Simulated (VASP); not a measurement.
# KF (P4/mmm) in VASP: notebook, part 2 of 2

VASP 6.6.1. The steps go on from the part before.

## (3) Single point, PBEsol (strain -0.080 along x and y, +0.040 along z)

File INCAR:

```
SYSTEM = KF
PREC = Accurate
ENCUT = 520
EDIFF = 1E-6
ISMEAR = 0
SIGMA = 0.05
LREAL = .FALSE.
LASPH = .TRUE.
NELM = 80
ALGO = Normal
ISIF = 2
LWAVE = .FALSE.
LCHARG = .TRUE.
GGA = PS
LELF = .TRUE.
LVHAR = .TRUE.
NBANDS = 15
```

File KPOINTS:

```
regular mesh
0
G
  8 8 8
  0 0 0
```

File POSCAR:

```
KF
1.0
    2.9982386000      0.0000000000      0.0000000000
    0.0000000000      2.9982386000      0.0000000000
    0.0000000000      0.0000000000      3.3893132000
K F
1 1
Direct
    0.0000000000      0.0000000000      0.0000000000
    0.5000000000      0.5000000000      0.5000000000
```

Potentials or basis: VASP PAW PBE potentials, release 64 (K_sv, F).

Run with:

```console
cat potpaw_PBE.64/K_sv/POTCAR potpaw_PBE.64/F/POTCAR > POTCAR
mpirun -np 1 vasp_std > vasp.out
```

OUTCAR:

```text
SYSTEM = KF
   PREC = Accurate
   ENCUT = 520
   EDIFF = 1E-6
   ISMEAR = 0
   LREAL = .FALSE.
   LASPH = .TRUE.
   NELM = 80
   ISIF = 2
   GGA = PS

 ion  position               nearest neighbor table
   1  0.000  0.000  0.000-   2 2.71   2 2.71   2 2.71   2 2.71   2 2.71   2 2.71   2 2.71   2 2.71

   2  0.500  0.500  0.500-   1 2.71   1 2.71   1 2.71   1 2.71   1 2.71   1 2.71   1 2.71   1 2.71

  LATTYP: Found a simple tetragonal cell.
 ALAT       =     2.9982386000
 C/A-ratio  =     1.1304347826

  Lattice vectors:

 A1 = (   2.9982386000,   0.0000000000,   0.0000000000)
 A2 = (   0.0000000000,   2.9982386000,   0.0000000000)
 A3 = (   0.0000000000,   0.0000000000,   3.3893132000)

Analysis of symmetry for initial positions (statically):
=====================================================================
 Subroutine PRICEL returns:
 Original cell was already a primitive cell.

 Routine SETGRP: Setting up the symmetry group for a
 simple tetragonal supercell.

 Subroutine GETGRP returns: Found 16 space group operations
 (whereof 16 operations were pure point group operations)
 out of a pool of 16 trial point group operations.

The static configuration has the point symmetry D_4h.

[... 169 lines left out ...]
  band No.  band energies     occupation
      1     -28.4253      2.00000
      2     -20.5602      2.00000
      3     -11.5386      2.00000
      4     -11.1398      2.00000
      5     -11.1398      2.00000
      6      -1.9461      2.00000
      7      -1.5210      2.00000
      8      -1.5210      2.00000
      9       5.2097      0.00000
     10       6.4975      0.00000
     11       6.6520      0.00000
     12      12.6684      0.00000
     13      12.6684      0.00000
     14      13.4905      0.00000
[... 401 lines left out ...]
      2     -20.5505      2.00000
      3     -12.4835      2.00000
      4     -11.3606      2.00000
      5     -11.1847      2.00000
      6      -2.9357      2.00000
      7      -2.2310      2.00000
      8      -1.7066      2.00000
      9       8.3443      0.00000
     10       8.8647      0.00000
     11       9.1826      0.00000
     12      10.1726      0.00000
     13      12.1487      0.00000
     14      12.6535      0.00000
     15      17.0000      0.00000

 [... further k-points ...]
[... 5 lines left out ...]
  --------------------------------------------------------------------------------------
  -------------------------------------------------------------------------------------
  Total        1.2252807      1.2252807     -1.0831249      0.0000000     -0.0000000      0.0000000
  in kB       64.4320724     64.4320724    -56.9567281      0.0000000     -0.0000000      0.0000000
  external PRESSURE =      23.9691389 kB  Pullay stress =       0.0000000 kB

 VOLUME and BASIS-vectors are now :
 -----------------------------------------------------------------------------
  energy-cutoff  :      520.00
  volume of cell :       30.47
      direct lattice vectors                 reciprocal lattice vectors
     2.998238600  0.000000000  0.000000000     0.333529159  0.000000000  0.000000000
     0.000000000  2.998238600  0.000000000     0.000000000  0.333529159  0.000000000
     0.000000000  0.000000000  3.389313200     0.000000000  0.000000000  0.295045026

 POSITION                                       TOTAL-FORCE (eV/Angst)
 -----------------------------------------------------------------------------------
      0.00000      0.00000      0.00000         0.000000      0.000000      0.000000
      1.49912      1.49912      1.69466         0.000000      0.000000      0.000000
 -----------------------------------------------------------------------------------
    total drift:                                0.000000      0.000000     -0.000000

  FREE ENERGIE OF THE ION-ELECTRON SYSTEM (eV)
  ---------------------------------------------------
  free  energy   TOTEN  =        -8.2490592172 eV

  energy  without entropy=       -8.2490592172  energy(sigma->0) =       -8.24905922
```

OSZICAR:

```text
N       E                     dE             d eps       ncg     rms          rms(c)
DAV:   1     0.106918042841E+03    0.10692E+03   -0.84902E+03  2258   0.106E+03
DAV:   2    -0.537924544396E+01   -0.11230E+03   -0.10426E+03  2985   0.291E+02
DAV:   3    -0.922771672458E+01   -0.38485E+01   -0.38354E+01  2671   0.474E+01
DAV:   4    -0.931536384138E+01   -0.87647E-01   -0.87621E-01  3171   0.705E+00
DAV:   5    -0.931804290498E+01   -0.26791E-02   -0.26790E-02  2940   0.943E-01    0.572E+00
DAV:   6    -0.832226864126E+01    0.99577E+00   -0.21476E+00  2446   0.135E+01    0.450E+00
DAV:   7    -0.827435953511E+01    0.47909E-01   -0.68085E-02  2866   0.232E+00    0.251E+00
DAV:   8    -0.824857977122E+01    0.25780E-01   -0.42208E-02  2733   0.212E+00    0.349E-01
DAV:   9    -0.824899146977E+01   -0.41170E-03   -0.30904E-03  2908   0.542E-01    0.111E-01
DAV:  10    -0.824902844824E+01   -0.36978E-04   -0.35604E-04  2670   0.201E-01    0.828E-02
DAV:  11    -0.824906234008E+01   -0.33892E-04   -0.37414E-05  2521   0.653E-02    0.186E-02
DAV:  12    -0.824905915419E+01    0.31859E-05   -0.57990E-06  2942   0.277E-02    0.313E-03
DAV:  13    -0.824905921717E+01   -0.62977E-07   -0.77733E-07  1815   0.839E-03
   1 F= -.82490592E+01 E0= -.82490592E+01  d E =-.295635E-21
```

Run time: 16 s. Hardware: 1 thread of Intel Xeon Platinum 8488C (Sapphire Rapids), shared host; peak memory 0.16 GiB.

What came out:

| Item | Value |
| --- | --- |
| Free energy | -8.2491 eV |
| Pressure | 2.4 GPa |
| Band gap on the k mesh | 6.69 eV, indirect (least direct gap 6.73 eV) |

Caveat: the cell differs from its parent crystal (strain -0.080 along x and y, +0.040 along z); the PAW data sets were made with another functional, which shifts forces and pressure a little.

## (4) Single point, PBEsol (strain -0.080 along x and y, +0.080 along z)

File INCAR:

```
PREC     = Accurate       # precision mode
ENCUT    = 520            # plane-wave cutoff, eV
EDIFF    = 1E-7           # SCF threshold, eV
ISMEAR   = 0              # smearing method
SIGMA    = 0.05           # smearing width, eV
LREAL    = F              # projectors in reciprocal space
LASPH    = T              # aspherical terms in the spheres
NELM     = 60             # most SCF steps
ALGO     = Normal         # electronic algorithm
ISIF     = 2              # what is computed and relaxed
LWAVE    = F              # write WAVECAR
LCHARG   = F              # write CHGCAR
GGA      = PS             # functional
NBANDS   = 15             # bands
```

File KPOINTS:

```
Automatic mesh
0
Gamma
  8 8 8
```

Changes to POSCAR since step 3:

```diff
@@ -4,3 +4,3 @@
     0.0000000000      2.9982386000      0.0000000000
-    0.0000000000      0.0000000000      3.3893132000
+    0.0000000000      0.0000000000      3.5196714000
 K F
```

Run with:

```console
cat potpaw_PBE.64/K_sv/POTCAR potpaw_PBE.64/F/POTCAR > POTCAR
mpirun -np 1 vasp_std > vasp.out
```

Run time: 16 s. Hardware: 1 thread of Intel Xeon Platinum 8488C (Sapphire Rapids), shared host; peak memory 0.16 GiB.

Results (log left out):

```
Free energy            : -8.1944 eV
Pressure               : 0.6 GPa
Band gap on the k mesh : 6.22 eV, indirect (least direct gap 6.29 eV)
```

Stress tensor (GPa, compression positive):
```
 5.83  0.00  0.00
 0.00  5.83  0.00
 0.00  0.00 -9.71
```

Levels at points of the mesh, in eV from the valence-band top:
```csv
k point,band 6,band 7,band 8,band 9,band 10,band 11
"(0.00, 0.00, 0.00)",-0.60,-0.06,-0.06,6.22,7.83,7.95
"(0.50, 0.00, 0.00)",-1.68,-0.88,-0.10,8.96,10.21,11.40
"(0.50, 0.50, 0.00)",-0.96,-0.96,-0.54,7.09,9.44,10.64
"(0.00, 0.00, 0.50)",-1.62,-0.21,-0.21,8.45,8.46,10.82
"(0.50, 0.00, 0.50)",-1.03,-0.80,0.00,8.53,8.56,11.82
"(0.50, 0.50, 0.50)",-1.47,-1.47,-1.40,8.96,10.78,10.78
```

Caveat: the cell differs from its parent crystal (strain -0.080 along x and y, +0.080 along z); the PAW data sets were made with another functional, which shifts forces and pressure a little.

## (5) Single point, PBEsol (strain +0.000 along x and y, -0.080 along z)

File INCAR:

```
SYSTEM = KF
  PREC = Accurate
  ENCUT = 520
  EDIFF = 1E-7
  ISMEAR = 0
  SIGMA = 0.05
  LREAL = .False.
  LASPH = .True.
  NELM = 60
  ALGO = Normal
  ISIF = 2
  LWAVE = .False.
  LCHARG = .True.
  GGA = PS
  LELF = .True.
  LVHAR = .True.
  NBANDS = 15
```

File KPOINTS:

```
Automatic mesh
0
Gamma
  8 8 8
  0 0 0
```

File POSCAR:

```
KF
1.0
    3.2589550000      0.0000000000      0.0000000000
    0.0000000000      3.2589550000      0.0000000000
    0.0000000000      0.0000000000      2.9982386000
K F
1 1
Direct
    0.0000000000      0.0000000000      0.0000000000
    0.5000000000      0.5000000000      0.5000000000
```

Potentials or basis: VASP PAW PBE potentials, release 64 (K_sv, F).

Run with:

```console
cat potpaw_PBE.64/K_sv/POTCAR potpaw_PBE.64/F/POTCAR > POTCAR
mpirun -np 1 vasp_std > vasp.out
```

OUTCAR:

```text
SYSTEM = KF
   PREC = Accurate
   ENCUT = 520
   EDIFF = 1E-7
   ISMEAR = 0
   LREAL = .False.
   LASPH = .True.
   NELM = 60
   ISIF = 2
   GGA = PS

 ion  position               nearest neighbor table
   1  0.000  0.000  0.000-   2 2.75   2 2.75   2 2.75   2 2.75   2 2.75   2 2.75   2 2.75   2 2.75

   2  0.500  0.500  0.500-   1 2.75   1 2.75   1 2.75   1 2.75   1 2.75   1 2.75   1 2.75   1 2.75

  LATTYP: Found a simple tetragonal cell.
 ALAT       =     3.2589550000
 C/A-ratio  =     0.9200000000

  Lattice vectors:

 A1 = (   3.2589550000,   0.0000000000,   0.0000000000)
 A2 = (   0.0000000000,   3.2589550000,   0.0000000000)
 A3 = (   0.0000000000,   0.0000000000,   2.9982386000)

Analysis of symmetry for initial positions (statically):
=====================================================================
 Subroutine PRICEL returns:
 Original cell was already a primitive cell.

 Routine SETGRP: Setting up the symmetry group for a
 simple tetragonal supercell.

 Subroutine GETGRP returns: Found 16 space group operations
 (whereof 16 operations were pure point group operations)
 out of a pool of 16 trial point group operations.

The static configuration has the point symmetry D_4h.

Analysis of symmetry for dynamics (positions and initial velocities):
=====================================================================
 Subroutine PRICEL returns:
 Original cell was already a primitive cell.

 Routine SETGRP: Setting up the symmetry group for a
 simple tetragonal supercell.

 Subroutine GETGRP returns: Found 16 space group operations
 (whereof 16 operations were pure point group operations)
 out of a pool of 16 trial point group operations.

The dynamic configuration has the point symmetry D_4h.

 Subroutine INISYM returns: Found 16 space group operations
 (whereof 16 operations are pure point group operations),
 and found     1 'primitive' translations

----------------------------------------------------------------------------------------

                                     Primitive cell

  volume of cell :      31.8437

  direct lattice vectors                    reciprocal lattice vectors
     3.258955000  0.000000000  0.000000000     0.306846827  0.000000000  0.000000000
     0.000000000  3.258955000  0.000000000     0.000000000  0.306846827  0.000000000
     0.000000000  0.000000000  2.998238600     0.000000000  0.000000000  0.333529159

  length of vectors
     3.258955000  3.258955000  2.998238600     0.306846827  0.306846827  0.333529159

  position of ions in fractional coordinates (direct lattice)
     0.000000000  0.000000000  0.000000000
     0.500000000  0.500000000  0.500000000

  ion indices of the primitive-cell ions
   primitive index   ion index
                 1           1
                 2           2

----------------------------------------------------------------------------------------

 KPOINTS: Automatic mesh

Automatic generation of k-mesh.
 Grid dimensions read from file:
 generate k-points for:    8    8    8

 Generating k-lattice:

  Cartesian coordinates                     Fractional coordinates (reciprocal lattice)
     0.038355853  0.000000000  0.000000000     0.125000000  0.000000000  0.000000000
     0.000000000  0.038355853  0.000000000     0.000000000  0.125000000  0.000000000
     0.000000000  0.000000000  0.041691145     0.000000000  0.000000000  0.125000000

  Length of vectors
     0.038355853  0.038355853  0.041691145

  Shift w.r.t. Gamma in fractional coordinates (k-lattice)
     0.000000000  0.000000000  0.000000000

 Subroutine IBZKPT returns following result:
 ===========================================

 Found     75 irreducible k-points:

 Following reciprocal coordinates:
            Coordinates               Weight
  0.000000  0.000000  0.000000      1.000000
  0.125000  0.000000  0.000000      4.000000
  0.250000  0.000000  0.000000      4.000000
  0.375000  0.000000  0.000000      4.000000
  0.500000  0.000000  0.000000      2.000000
  0.125000  0.125000  0.000000      4.000000
[... 16 lines left out ...]
  0.375000  0.125000  0.125000     16.000000
  0.500000  0.125000  0.125000      8.000000
 [... further k-points ...]
   k-points           NKPTS =     75   k-points in BZ     NKDIM =     75   number of bands    NBANDS=     15
   number of dos      NEDOS =    301   number of ions     NIONS =      2
   total plane-waves  NPLWV =  13824
   dimension x,y,z NGX =    24 NGY =   24 NGZ =   24
   dimension x,y,z NGXF=    48 NGYF=   48 NGZF=   48
   ions per type =               1   1
   NGX,Y,Z   is equivalent  to a cutoff of  12.24, 12.24, 13.31 a.u.
   NGXF,Y,Z  is equivalent  to a cutoff of  24.49, 24.49, 26.61 a.u.
 SYSTEM =  KF
   PREC   = accura    normal or accurate (medium, high low for compatibility)
   ISTART =      0    job   : 0-new  1-cont  2-samecut
   ICHARG =      2    charge: 1-file 2-atom 10-const
   ISPIN  =      1    spin polarized calculation?
   LNONCOLLINEAR =      F non collinear calculations
   LSORBIT =      F    spin-orbit coupling
   LASPH  =      T    aspherical Exc in radial PAW
   ENCUT  =  520.0 eV  38.22 Ry    6.18 a.u.   6.06  6.06  5.57*2*pi/ulx,y,z
   NELM   =     60;   NELMIN=  2; NELMDL= -5     # of ELM steps
   EDIFF  = 0.1E-06   stopping-criterion for ELM
   LREAL  =      F    real-space projection
   EDIFFG = 0.1E-05   stopping-criterion for IOM
   NSW    =      0    number of steps for IOM
   IBRION =     -1    ionic relax: 0-MD 1-quasi-New 2-CG
   NFREE  =      0    steps in history (QN), initial steepest desc. (CG)
   ISIF   =      2    stress and relaxation
   ISYM   =      2    0-nonsym 1-usesym 2-fastsym
   POTIM  = 0.5000    time-step for ionic-motion
   TEBEG  =    0.0;   TEEND  =   0.0 temperature during run
   PSTRESS=    0.0 pullay stress
   NELECT =      16.0000    total number of electrons
   NUPDOWN=      -1.0000    fix difference up-down
   EMIN   =  10.00;   EMAX   =-10.00  energy-range for DOS
   EFERMI =   0.00;   METHOD = LEGACY
   ISMEAR =     0;   SIGMA  =   0.05  broadening in eV -4-tet -1-fermi 0-gaus
   EFERMI_NEDOS =   21; number of points for ismear=-14 and -15
   IALGO  =     38    algorithm
   IMIX   =      4    mixing-type and parameters
     AMIX     =   0.40;   BMIX     =  1.00
     AMIX_MAG =   1.60;   BMIX_MAG =  1.00
  volume/ion in A,a.u.               =      15.92       107.45
  Fermi-wavevector in a.u.,A,eV,Ry     =   1.301489  2.459458 23.046552  1.693874
  Thomas-Fermi vector in A             =   2.432619
   LORBIT       =      0    0 simple, 1 ext, 2 COOP (PROOUT), +10 PAW based schemes
   GGA     = PS    functional components
   LHFCALC =     F    Hartree Fock is set to
   AEXX    =    0.0000 exact exchange contribution
   IVDW    =     0    specifies the selected vdW correction
   LEPSILON=     F    determine dielectric tensor
   LRPA    =     F    only Hartree local field effects (RPA)
 non-spin polarized calculation
 Gauss-broadening in eV      SIGMA  =   0.05
  energy-cutoff  :      520.00
  volume of cell :       31.84
 maximum number of plane-waves:       880
   NGX = 13   NGY = 13   NGZ = 11

 number of electron      15.9999993 magnetization

 Free energy of the ion-electron system (eV)
  ---------------------------------------------------
  ext. energy  EPLUGINS =         0.00000000
  ---------------------------------------------------
  free energy    TOTEN  =        -8.31247219 eV

  energy without entropy =       -8.31247219  energy(sigma->0) =       -8.31247219

 E-fermi :  -1.3634     XC(G=0):  -9.6868

 val. band max:       -1.6344040063   @ k =   0.5000   0.5000   0.0000
 cond. band min:       4.7828901572   @ k =   0.0000   0.0000   0.0000
 fundamental gap:      6.4172941635
 Fermi energy:        -1.3633510844

 k-point     1 :       0.0000    0.0000    0.0000
  band No.  band energies     occupation
      1     -28.5950      2.00000
      2     -20.7091      2.00000
      3     -11.6443      2.00000
      4     -11.6443      2.00000
      5     -11.3413      2.00000
      6      -1.9900      2.00000
      7      -1.9900      2.00000
      8      -1.6643      2.00000
      9       4.7829      0.00000
     10       6.2516      0.00000
     11       6.5074      0.00000
     12      12.0318      0.00000
     13      12.7319      0.00000
     14      12.7319      0.00000
[... 401 lines left out ...]
      2     -20.7461      2.00000
      3     -12.2854      2.00000
      4     -11.6398      2.00000
      5     -11.4799      2.00000
      6      -3.0048      2.00000
      7      -2.2577      2.00000
      8      -1.8836      2.00000
      9       7.8759      0.00000
     10       8.1834      0.00000
     11       8.7286      0.00000
     12      10.4546      0.00000
     13      11.8823      0.00000
     14      12.1319      0.00000
     15      15.0668      0.00000

 [... further k-points ...]
[... 5 lines left out ...]
  --------------------------------------------------------------------------------------
  -------------------------------------------------------------------------------------
  Total       -0.4493927     -0.4493927      1.1283433      0.0000000      0.0000000      0.0000000
  in kB      -22.6106812    -22.6106812     56.7713097      0.0000000      0.0000000      0.0000000
  external PRESSURE =       3.8499825 kB  Pullay stress =       0.0000000 kB

 VOLUME and BASIS-vectors are now :
 -----------------------------------------------------------------------------
  energy-cutoff  :      520.00
  volume of cell :       31.84
      direct lattice vectors                 reciprocal lattice vectors
     3.258955000  0.000000000  0.000000000     0.306846827  0.000000000  0.000000000
     0.000000000  3.258955000  0.000000000     0.000000000  0.306846827  0.000000000
     0.000000000  0.000000000  2.998238600     0.000000000  0.000000000  0.333529159

 POSITION                                       TOTAL-FORCE (eV/Angst)
 -----------------------------------------------------------------------------------
      0.00000      0.00000      0.00000         0.000000      0.000000      0.000000
      1.62948      1.62948      1.49912         0.000000      0.000000      0.000000
 -----------------------------------------------------------------------------------
    total drift:                                0.000000      0.000000     -0.000000

  FREE ENERGIE OF THE ION-ELECTRON SYSTEM (eV)
  ---------------------------------------------------
  free  energy   TOTEN  =        -8.3124721876 eV

  energy  without entropy=       -8.3124721876  energy(sigma->0) =       -8.31247219
```

It took 14 s on 1 thread of Intel Xeon Platinum 8488C (Sapphire Rapids), shared host; peak memory 0.16 GiB.

What came out:

| Property | Result |
| --- | --- |
| Free energy | -8.3125 eV |
| Pressure | 0.4 GPa |
| Band gap on the k mesh | 6.42 eV, indirect (least direct gap 6.45 eV) |

Stress tensor (GPa, compression positive):
```
-2.26  0.00  0.00
 0.00 -2.26  0.00
 0.00  0.00  5.68
```

Caveat: the cell differs from its parent crystal (strain +0.000 along x and y, -0.080 along z); the PAW data sets were made with another functional, which shifts forces and pressure a little. A k mesh can miss the band edges.

## (6) The runs side by side

```csv
cell,gap on the mesh (eV),pressure (GPa)
"a = 2.998, b = 2.998, c = 3.259 Å, 2 atoms",7.16,4.6
"a = 2.998, b = 2.998, c = 3.389 Å, 2 atoms",6.69,2.4
"a = 2.998, b = 2.998, c = 3.520 Å, 2 atoms",6.22,0.6
"a = 3.259, b = 3.259, c = 2.998 Å, 2 atoms",6.42,0.4
```

Alike in all rows: task single point; level PBEsol; potentials or basis VASP PAW PBE potentials, release 64 (K_sv, F); no spin polarisation; k mesh 8 × 8 × 8; cutoff (eV) 520; smearing gaussian 0.05 eV.

Caveats: the PAW data sets were made with another functional, which shifts forces and pressure a little.

Absolute energies hang on the potentials; compare differences alone.
